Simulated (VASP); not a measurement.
Write the native input for VASP 6.6.1 that does the following.

```
Task                   : single point
Functional             : PBE
Potentials or basis    : VASP PAW PBE potentials, release 64 (K_sv)
Cutoff                 : 520 eV
k mesh                 : 12 × 12 × 12
Occupations            : gaussian, width 0.1 eV
Spin                   : no spin polarisation
Dipole correction      : no
Further INCAR settings : ALGO = Fast; EDIFF = 1e-06; NBANDS = 10
```

The structure of K lies in POSCAR:

```
K
1.0
   -2.6373718777      2.6373718777      2.6373718777
    2.6373718777     -2.6373718777      2.6373718777
    2.6373718777      2.6373718777     -2.6373718777
K
1
Direct
    0.0000000000      0.0000000000      0.0000000000
```

One way to write it, as run:

INCAR

```
SYSTEM = K
PREC     = Accurate       ! precision mode
ENCUT    = 520            ! plane-wave cutoff, eV
EDIFF    = 1E-6           ! SCF threshold, eV
ISMEAR   = 0              ! smearing method
SIGMA    = 0.1            ! smearing width, eV
LREAL    = .False.        ! projectors in reciprocal space
LASPH    = .True.         ! aspherical terms in the spheres
NELM     = 100            ! most SCF steps
ALGO     = Fast           ! electronic algorithm
ISIF     = 2              ! what is computed and relaxed
LWAVE    = .False.        ! write WAVECAR
LCHARG   = .False.        ! write CHGCAR
GGA      = PE             ! functional
NBANDS   = 10             ! bands
```

KPOINTS

```
Automatic mesh
0
Gamma
  12 12 12
  0 0 0
```

Potentials or basis: VASP PAW PBE potentials, release 64 (K_sv).

The run is started by

```console
$ cat potpaw_PBE.64/K_sv/POTCAR > POTCAR
$ mpirun -np 1 vasp_std > vasp.out
```

Results of the run:

The pressure is 0.0 GPa and the band gap on the k mesh is zero (an odd number of electrons rules out a gap without spin polarisation).

Run time: 46 s on 1 thread of Intel(R) Xeon(R) Platinum 8259CL CPU @ 2.50GHz (Skylake/Cascade Lake) (shared host), peak memory 0.22 GiB.
